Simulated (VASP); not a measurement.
ZrO5, 6 atoms in the cell. Symmetry: P-62m, No. 189, hexagonal system. The conventional cell has a = 4.147 Å, b = 4.147 Å, c = 4.123 Å, α = 90.00°, β = 90.00°, γ = 120.00°. Zr (site symmetry -62m) has 12 O at 2.39 to 2.47 Å within 3.2 Å. O (site symmetry m2m) has 10 O at 2.37 to 2.49 Å and 2 Zr at 2.47 Å within 3.1 Å. Within 3.2 Å of O (site symmetry -6) lie 9 O at 2.39 to 2.49 Å and 3 Zr at 2.39 Å. The cell was built from a structure type or drawn by symmetry, and may not be a known phase.

* Program: VASP 6.6.1
* Task: single point
* Functional: PBE
* Potentials or basis: VASP PAW PBE potentials, release 64 (Zr_sv, O)
* Cutoff: 520 eV
* k mesh: 6 × 6 × 4
* Occupations: gaussian, width 0.1 eV
* Spin: no spin polarisation
* Dipole correction: no
* Further INCAR settings: ALGO = Normal; EDIFF = 1e-06; NBANDS = 30

Potentials or basis: VASP PAW PBE potentials, release 64 (Zr_sv, O).

Launch:

```sh
$ cat potpaw_PBE.64/Zr_sv/POTCAR potpaw_PBE.64/O/POTCAR > POTCAR
$ mpirun -np 1 vasp_std > vasp.out
```

Hardware: 1 thread of Intel(R) Xeon(R) Platinum 8259CL CPU @ 2.50GHz (Skylake/Cascade Lake) (shared host).

Problem. How long does it take, and how much memory?

Solution. It took 41 s on 1 thread of Intel(R) Xeon(R) Platinum 8259CL CPU @ 2.50GHz (Skylake/Cascade Lake), on a shared host, peak memory 0.19 GiB. Counts: scf iterations 16, k points 21.
